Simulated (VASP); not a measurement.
Here is a VASP 6.6.1 calculation.

File INCAR:

```
SYSTEM = InAs4
ALGO = Normal
EDIFF = 1E-6
EDIFFG = -0.01
ENCUT = 600
GGA = PE
IBRION = 2
ISIF = 3
ISMEAR = 0
IVDW = 12
LASPH = .True.
LCHARG = .False.
LREAL = .False.
LWAVE = .False.
NELM = 80
NSW = 100
PREC = Accurate
SIGMA = 0.1
```

KPOINTS

```
k-points
0
Gamma
  8 8 10
  0 0 0
```

Contents of POSCAR:

```
InAs4
1.0
    5.3909664589      0.0000000000      0.0000000000
    0.0000000000      5.3909664589      0.0000000000
    0.0000000000      0.0000000000      4.2476081593
In As
1 4
Direct
    0.5000000000      0.5000000000      0.5000000000
    0.2336774560      0.2336774560      0.0000000000
    0.2336774560      0.7663225440      0.0000000000
    0.7663225440      0.2336774560      0.0000000000
    0.7663225440      0.7663225440      0.0000000000
```

Potentials or basis: VASP PAW PBE potentials, release 64 (In_d, As).

Launch:

```bash
$ cat potpaw_PBE.64/In_d/POTCAR potpaw_PBE.64/As/POTCAR > POTCAR
$ mpirun -np 1 vasp_std > vasp.out
```

Problem. Predict the space group after relaxing (to 0.05 Å).

Solution. P4/mmm (No. 123).

Problem. Predict the dispersion energy per atom.

Solution. -0.370 eV.

Stress tensor (GPa, compression positive):
```
 0.02  0.00  0.00
 0.00  0.02  0.00
 0.00  0.00 -0.06
```

Caveat: pairwise dispersion overbinds metals, which lowers pressure and volume.
